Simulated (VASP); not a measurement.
Write the native input for VASP 6.6.1 that does the following.

- Task: single point
- Functional: PBEsol
- Potentials or basis: VASP PAW PBE potentials, release 64 (Pt)
- Cutoff: 500 eV
- k mesh: 13 × 13 × 13
- Occupations: methfessel-paxton, width 0.15 eV
- Spin: no spin polarisation
- Dipole correction: no
- Further INCAR settings: ALGO = Normal; EDIFF = 1e-06; NBANDS = 11

The structure of Pt lies in POSCAR:

```
Pt
1.0
    0.0000000000      1.9477392008      1.9477392008
    1.9477392008      0.0000000000      1.9477392008
    1.9477392008      1.9477392008      0.0000000000
Pt
1
Direct
    0.0000000000      0.0000000000      0.0000000000
```

These files were run (other wordings do the same):

INCAR

```
SYSTEM = Pt
  ALGO = Normal
  EDIFF = 1E-6
  ENCUT = 500
  GGA = PS
  GGA_COMPAT = .False.
  ISIF = 2
  ISMEAR = 1
  LASPH = .True.
  LCHARG = .False.
  LREAL = .False.
  LWAVE = .False.
  NBANDS = 11
  NELM = 120
  PREC = Accurate
  SIGMA = 0.15
```

KPOINTS

```
k-points
0
Gamma
  13 13 13
  0 0 0
```

Potentials or basis: VASP PAW PBE potentials, release 64 (Pt).

Launch:

```bash
$ cat potpaw_PBE.64/Pt/POTCAR > POTCAR
$ mpirun -np 1 vasp_std > vasp.out
```

It gave:

The pressure is 4.7 GPa. The band gap on the k mesh is zero (band 5 reaches 11.93 eV, above the bottom of band 6 at 9.68 eV).

Caveat: the PAW data sets were made with another functional, which shifts forces and pressure a little; spin-orbit coupling is left out, which moves the levels of the heavy elements.

Run time: 5.1 s on 1 thread of Intel(R) Xeon(R) 6975P-C (Granite Rapids) (shared host), peak memory 0.13 GiB.
